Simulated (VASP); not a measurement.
# Be in VASP: relaxation of the atoms with LDA

Aim: the relaxation of the atoms of Be with LDA.

All numbers are computed with VASP 6.6.1; they aren't measurements. Logs are shortened: lines on timing, memory, paths and dates and some standing lists are left out, and cuts for length are marked.

### Step 1. The cell of the first run

The cell holds a slab with vacuum, 6 atoms: a = 2.226 Å, b = 3.517 Å, c = 18.499 Å, α = 90.00°, β = 90.00°, γ = 90.00°.

### Step 2. Relaxation of the atoms, LDA

INCAR reads:

```
  PREC = Accurate
  ENCUT = 520
  EDIFF = 1E-6
  ISMEAR = 0
  SIGMA = 0.1
  LREAL = F
  LASPH = T
  NELM = 80
  ALGO = Normal
  ISIF = 2
  LWAVE = F
  LCHARG = F
  LDIPOL = T
  IDIPOL = 3
  DIPOL = 0.5 0.5 0.500
  IBRION = 2
  NSW = 70
  EDIFFG = -0.03
```

KPOINTS reads:

```
Automatic mesh
0
Gamma
  13 8 1
```

POSCAR reads:

```
Be
1.0
    2.2262148888      0.0000000000      0.0000000000
    0.0000000000      3.5165759783      0.0000000000
    0.0000000000      0.0000000000     18.4985701785
Be
6
Selective dynamics
Direct
    0.0000000000      0.7500000000      0.3784076246  F F F
    0.5000000000      0.2500000000      0.4131483033  F F F
    0.5000000000      0.7500000000      0.4826296607  F F F
    0.0000000000      0.2500000000      0.5173703393  T T T
    0.0000000000      0.7500000000      0.5868516967  T T T
    0.5000000000      0.2500000000      0.6215923754  T T T
```

Potentials or basis: VASP PAW LDA potentials, release 64 (Be).

On the command line:

```bash
> cat potpaw_LDA.64/Be/POTCAR > POTCAR
> mpirun -np 1 vasp_std > vasp.out
```

OUTCAR:

```text
PREC = Accurate
   ENCUT = 520
   EDIFF = 1E-6
   ISMEAR = 0
   LREAL = F
   LASPH = T
   NELM = 80
   ISIF = 2
   IBRION = 2
   NSW = 70
   EDIFFG = -0.03

 ion  position               nearest neighbor table
   1  0.000  0.750  0.378-   2 2.18   2 2.18   2 2.18   2 2.18   3 2.23   3 2.23
   2  0.500  0.250  0.413-   1 2.18   1 2.18   1 2.18   1 2.18   3 2.18   3 2.18   4 2.23   4 2.23

   3  0.500  0.750  0.483-   4 2.18   4 2.18   4 2.18   4 2.18   2 2.18   2 2.18   5 2.23   5 2.23
                             1 2.23   1 2.23
   4  0.000  0.250  0.517-   3 2.18   3 2.18   3 2.18   3 2.18   5 2.18   5 2.18   2 2.23   2 2.23
                             6 2.23   6 2.23
   5  0.000  0.750  0.587-   6 2.18   6 2.18   6 2.18   6 2.18   4 2.18   4 2.18   3 2.23   3 2.23

   6  0.500  0.250  0.622-   5 2.18   5 2.18   5 2.18   5 2.18   4 2.23   4 2.23

  LATTYP: Found a simple orthorhombic cell.
 ALAT       =     2.2262148888
 B/A-ratio  =     1.5796210851
 C/A-ratio  =     8.3094270331

  Lattice vectors:

 A1 = (   2.2262148888,   0.0000000000,   0.0000000000)
 A2 = (   0.0000000000,   3.5165759783,   0.0000000000)
 A3 = (   0.0000000000,   0.0000000000,  18.4985701785)

Analysis of symmetry for initial positions (statically):
=====================================================================
 Subroutine PRICEL returns:
 Original cell was already a primitive cell.

 Routine SETGRP: Setting up the symmetry group for a
 simple orthorhombic supercell.

 Subroutine GETGRP returns: Found  8 space group operations
 (whereof  2 operations were pure point group operations)
 out of a pool of  8 trial point group operations.

The static configuration has the point symmetry C_1h.
 The point group associated with its full space group is D_2h.

Analysis of symmetry for dynamics (positions and initial velocities):
=====================================================================
 Subroutine PRICEL returns:
 Original cell was already a primitive cell.

 Routine SETGRP: Setting up the symmetry group for a
 simple orthorhombic supercell.

 Subroutine GETGRP returns: Found  8 space group operations
 (whereof  2 operations were pure point group operations)
 out of a pool of  8 trial point group operations.

The dynamic configuration has the point symmetry C_1h.
 The point group associated with its full space group is D_2h.

Analysis of constrained symmetry for selective dynamics:
=====================================================================
 Subroutine PRICEL returns:
 Original cell was already a primitive cell.

 Routine SETGRP: Setting up the symmetry group for a
 simple orthorhombic supercell.

 Subroutine GETGRP returns: Found  4 space group operations
 (whereof  2 operations were pure point group operations)
 out of a pool of  8 trial point group operations.

The constrained configuration has the point symmetry C_1h.
 The point group associated with its full space group is C_2v.

 Subroutine INISYM returns: Found  4 space group operations
 (whereof  2 operations are pure point group operations),
 and found     1 'primitive' translations

----------------------------------------------------------------------------------------

                                     Primitive cell

  volume of cell :     144.8189

  direct lattice vectors                    reciprocal lattice vectors
     2.226214889  0.000000000  0.000000000     0.449192935  0.000000000  0.000000000
     0.000000000  3.516575978  0.000000000     0.000000000  0.284367523  0.000000000
     0.000000000  0.000000000 18.498570178     0.000000000  0.000000000  0.054058232

  length of vectors
     2.226214889  3.516575978 18.498570178     0.449192935  0.284367523  0.054058232

  position of ions in fractional coordinates (direct lattice)
     0.000000000  0.750000000  0.378407625
     0.500000000  0.250000000  0.413148303
     0.500000000  0.750000000  0.482629661
     0.000000000  0.250000000  0.517370339
     0.000000000  0.750000000  0.586851697
     0.500000000  0.250000000  0.621592375

  ion indices of the primitive-cell ions
   primitive index   ion index
                 1           1
                 2           2
                 3           3
                 4           4
                 5           5
                 6           6

----------------------------------------------------------------------------------------

 KPOINTS: Automatic mesh

Automatic generation of k-mesh.
 Grid dimensions read from file:
 generate k-points for:   13    8    1

 Generating k-lattice:

  Cartesian coordinates                     Fractional coordinates (reciprocal lattice)
     0.034553303  0.000000000  0.000000000     0.076923077  0.000000000  0.000000000
     0.000000000  0.035545940  0.000000000     0.000000000  0.125000000  0.000000000
     0.000000000  0.000000000  0.054058232     0.000000000  0.000000000  1.000000000

  Length of vectors
     0.034553303  0.035545940  0.054058232

  Shift w.r.t. Gamma in fractional coordinates (k-lattice)
     0.000000000  0.000000000  0.000000000

 Subroutine IBZKPT returns following result:
 ===========================================

 Found     35 irreducible k-points:

 Following reciprocal coordinates:
            Coordinates               Weight
  0.000000  0.000000  0.000000      1.000000
  0.076923  0.000000  0.000000      2.000000
  0.153846  0.000000  0.000000      2.000000
  0.230769  0.000000  0.000000      2.000000
  0.307692  0.000000  0.000000      2.000000
  0.384615  0.000000  0.000000      2.000000
[... 16 lines left out ...]
  0.076923  0.375000  0.000000      4.000000
  0.153846  0.375000  0.000000      4.000000
 [... further k-points ...]
   k-points           NKPTS =     35   k-points in BZ     NKDIM =     35   number of bands    NBANDS=     10
   number of dos      NEDOS =    301   number of ions     NIONS =      6
   total plane-waves  NPLWV =  70560
   dimension x,y,z NGX =    18 NGY =   28 NGZ =  140
   dimension x,y,z NGXF=    36 NGYF=   56 NGZF=  280
   ions per type =               6
   NGX,Y,Z   is equivalent  to a cutoff of  13.44, 13.24, 12.58 a.u.
   NGXF,Y,Z  is equivalent  to a cutoff of  26.88, 26.47, 25.16 a.u.
 SYSTEM =  unknown system
   PREC   = accura    normal or accurate (medium, high low for compatibility)
   ISTART =      0    job   : 0-new  1-cont  2-samecut
   ICHARG =      2    charge: 1-file 2-atom 10-const
   ISPIN  =      1    spin polarized calculation?
   LNONCOLLINEAR =      F non collinear calculations
   LSORBIT =      F    spin-orbit coupling
   LASPH  =      T    aspherical Exc in radial PAW
   ENCUT  =  520.0 eV  38.22 Ry    6.18 a.u.   4.14  6.54 34.40*2*pi/ulx,y,z
   NELM   =     80;   NELMIN=  2; NELMDL= -5     # of ELM steps
   EDIFF  = 0.1E-05   stopping-criterion for ELM
   LREAL  =      F    real-space projection
   EDIFFG = -.3E-01   stopping-criterion for IOM
   NSW    =     70    number of steps for IOM
   IBRION =      2    ionic relax: 0-MD 1-quasi-New 2-CG
   NFREE  =      1    steps in history (QN), initial steepest desc. (CG)
   ISIF   =      2    stress and relaxation
   ISYM   =      2    0-nonsym 1-usesym 2-fastsym
   POTIM  = 0.5000    time-step for ionic-motion
   TEBEG  =    0.0;   TEEND  =   0.0 temperature during run
   PSTRESS=    0.0 pullay stress
   NELECT =      12.0000    total number of electrons
   NUPDOWN=      -1.0000    fix difference up-down
   EMIN   =  10.00;   EMAX   =-10.00  energy-range for DOS
   EFERMI =   0.00;   METHOD = LEGACY
   ISMEAR =     0;   SIGMA  =   0.10  broadening in eV -4-tet -1-fermi 0-gaus
   EFERMI_NEDOS =   21; number of points for ismear=-14 and -15
   IALGO  =     38    algorithm
   IMIX   =      4    mixing-type and parameters
     AMIX     =   0.40;   BMIX     =  1.00
     AMIX_MAG =   1.60;   BMIX_MAG =  1.00
  volume/ion in A,a.u.               =      24.14       162.88
  Fermi-wavevector in a.u.,A,eV,Ry     =   0.713718  1.348732  6.930723  0.509394
  Thomas-Fermi vector in A             =   1.801430
   LORBIT       =      0    0 simple, 1 ext, 2 COOP (PROOUT), +10 PAW based schemes
   GGA     = CA    functional components
   LHFCALC =     F    Hartree Fock is set to
   AEXX    =    0.0000 exact exchange contribution
   IVDW    =     0    specifies the selected vdW correction
   LEPSILON=     F    determine dielectric tensor
   LRPA    =     F    only Hartree local field effects (RPA)
 conjugate gradient relaxation of ions
 non-spin polarized calculation
 Gauss-broadening in eV      SIGMA  =   0.10
  energy-cutoff  :      520.00
  volume of cell :      144.82
 maximum number of plane-waves:      3956
 NGX is ok and might be reduce to    18
   NGX =  9   NGY = 13   NGZ = 69

--------------------------------------- Ionic step        1  -------------------------------------------

 number of electron      12.0000000 magnetization

 Free energy of the ion-electron system (eV)
  ---------------------------------------------------
  ext. energy  EPLUGINS =         0.00000000
  ---------------------------------------------------
  free energy    TOTEN  =       -23.11950037 eV

  energy without entropy =      -23.11341217  energy(sigma->0) =      -23.11645627

------------------------ aborting loop because EDIFF is reached ----------------------------------------

  FORCE on cell =-STRESS in cart. coord.  units (eV):
  Direction    XX          YY          ZZ          XY          YZ          ZX
  --------------------------------------------------------------------------------------
  -------------------------------------------------------------------------------------
  Total       -0.9426849     -1.6823589     -1.2555688      0.0000000      0.0000000      0.0000000
  in kB      -10.4292215    -18.6124692    -13.8907552      0.0000000      0.0000000      0.0000000
  external PRESSURE =     -14.3108153 kB  Pullay stress =       0.0000000 kB
[... 101 lines left out ...]
  FREE ENERGIE OF THE ION-ELECTRON SYSTEM (eV)
  ---------------------------------------------------
  free  energy   TOTEN  =       -23.1731012450 eV

  energy  without entropy=      -23.1666521869  energy(sigma->0) =      -23.16987672

 dipolmoment           0.000000      0.000000     -0.002848 electrons x Angstroem

[... ionic steps 4 to 7 ...]

--------------------------------------- Ionic step        8  -------------------------------------------

 number of electron      12.0000000 magnetization

------------------------ aborting loop because EDIFF is reached ----------------------------------------

 vacuum level on the upper side and lower side of the slab       (xc-potential included)        -0.068        -0.297

  FORCE on cell =-STRESS in cart. coord.  units (eV):
  Direction    XX          YY          ZZ          XY          YZ          ZX
  --------------------------------------------------------------------------------------
  -------------------------------------------------------------------------------------
  Total        0.1831027     -1.4823370     -0.2188517      0.0000000      0.0000000      0.0000000
  in kB        2.0257229    -16.3995637     -2.4212255      0.0000000      0.0000000      0.0000000
  external PRESSURE =      -5.5983554 kB  Pullay stress =       0.0000000 kB
[... 67 lines left out ...]
--------------------------------------- Ionic step       10  -------------------------------------------

 number of electron      12.0000000 magnetization

 dipolmoment           0.000000      0.000000      0.009525 electrons x Angstroem

 Free energy of the ion-electron system (eV)
  ---------------------------------------------------
  ext. energy  EPLUGINS =         0.00000000
  ---------------------------------------------------
  free energy    TOTEN  =       -23.18873565 eV

  energy without entropy =      -23.18343620  energy(sigma->0) =      -23.18608592

 E-fermi :  -1.0985     XC(G=0):  -4.4438

 val. band max:       -1.1714425577   @ k =   0.0000   0.5000   0.0000
 cond. band min:      -1.0746954537   @ k =   0.0769   0.5000   0.0000
 fundamental gap:      0.0967471040
 Fermi energy:        -1.0985113118

 k-point     1 :       0.0000    0.0000    0.0000
  band No.  band energies     occupation
      1     -11.5073      2.00000
      2      -9.3953      2.00000
      3      -5.9218      2.00000
      4      -4.6327      2.00000
      5      -3.9319      2.00000
      6      -2.1625      2.00000
      7      -0.2314      0.00000
      8       0.7696      0.00000
      9       1.0463      0.00000
     10       2.7624      0.00000
[... 287 lines left out ...]
 k-point    24 :       0.1538    0.3750    0.0000
  band No.  band energies     occupation
      1      -9.7889      2.00000
      2      -7.7980      2.00000
      3      -7.5108      2.00000
      4      -5.6081      2.00000
      5      -4.1298      2.00000
      6      -2.6128      2.00000
      7      -1.2819      1.99052
      8       0.3515      0.00000
      9       3.8833      0.00000
     10       4.9451      0.00000

 [... further k-points ...]

------------------------ aborting loop because EDIFF is reached ----------------------------------------

 vacuum level on the upper side and lower side of the slab       (xc-potential included)         0.098        -0.181

  FORCE on cell =-STRESS in cart. coord.  units (eV):
  Direction    XX          YY          ZZ          XY          YZ          ZX
  --------------------------------------------------------------------------------------
  -------------------------------------------------------------------------------------
  Total        0.2145094     -1.5088030     -0.1593123      0.0000000      0.0000000      0.0000000
  in kB        2.3731851    -16.6923649     -1.7625228      0.0000000      0.0000000      0.0000000
  external PRESSURE =      -5.3605675 kB  Pullay stress =       0.0000000 kB
[... 21 lines left out ...]
  FREE ENERGIE OF THE ION-ELECTRON SYSTEM (eV)
  ---------------------------------------------------
  free  energy   TOTEN  =       -23.1887356508 eV

  energy  without entropy=      -23.1834361980  energy(sigma->0) =      -23.18608592

 reached required accuracy - stopping structural energy minimisation

 vacuum level on the upper side and lower side of the slab         3.721         3.434
```

Run time: 5 min. Hardware: 1 thread of AMD EPYC 7R13 (Zen 3), shared host; peak memory 0.18 GiB.

What came out:

* Free energy: -23.1887 eV
* Energy gained by relaxing: 11.5 meV/atom
* Ionic steps: 10
* Band gap on the k mesh: zero (bands 6 and 7 overlap by 1.36 eV)

The path:
```
step  energy change (eV)  largest force on free atoms (eV/Å)  pressure (GPa)
   1              0.0000                              0.5179           -1.43
   2             -0.0217                              0.4312           -1.36
   3             -0.0536                              0.1829           -1.08
   4             -0.0545                              0.1940           -1.03
   5             -0.0590                              0.1675           -0.94
   6             -0.0671                              0.1023           -0.68
   7             -0.0567                              0.2681           -0.08
   8             -0.0681                              0.1273           -0.56
   9             -0.0690                              0.0575           -0.52
  10             -0.0692                              0.0067           -0.54
```

Final structure:
```
Be
1.0
     2.22621    0.00000    0.00000
     0.00000    3.51658    0.00000
     0.00000    0.00000   18.49857
Be
6
Direct
  0.00000 0.75000 0.37841
  0.50000 0.25000 0.41315
  0.50000 0.75000 0.48263
  0.00000 0.25000 0.51146
  0.00000 0.75000 0.58744
  0.50000 0.25000 0.61091
```

The gap in the log of VASP goes by the Fermi energy; the results here count the filled bands.